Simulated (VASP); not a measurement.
## Al: single point with LDA

Al:

```
Al
1.0
    -1.50562    1.50562    1.88398
     1.50562   -1.50562    1.88398
     1.50562    1.50562   -1.88398
Al
1
Direct
  0.00000 0.00000 0.00000
```

This cell differs from its parent crystal: volume 17.083 Å^3 an atom, c/a of the conventional cell 1.2513.

- Program: VASP 6.6.1
- Task: single point
- Functional: LDA
- Potentials or basis: VASP PAW LDA potentials, release 64 (Al)
- Cutoff: 520 eV
- k mesh: 22 × 22 × 22
- Occupations: gaussian, width 0.15 eV
- Spin: no spin polarisation
- Dipole correction: no
- Further INCAR settings: ALGO = Normal; EDIFF = 1e-06; NBANDS = 8

The pressure is -4.7 GPa.

Stress tensor (GPa, compression positive):
```
-6.25  0.00  0.00
 0.00 -6.25  0.00
 0.00  0.00 -1.49
```

Levels at points of the mesh, in eV from the Fermi level:
| k point | band 1 | band 2 | band 3 | band 4 |
| --- | --- | --- | --- | --- |
| (0.00, 0.00, 0.00) | -10.83 | 12.20 | 12.20 | 13.33 |
| (0.50, 0.00, 0.00) | -4.34 | -4.26 | 9.59 | 10.06 |
| (0.50, 0.50, 0.00) | -3.31 | -2.40 | 5.89 | 5.97 |
| (0.50, 0.50, 0.50) | -1.49 | 0.14 | 4.02 | 4.02 |

Wall time 81 s on 1 thread of AMD EPYC 9R45 (Zen 5), with other jobs on the host, peak memory 0.16 GiB.
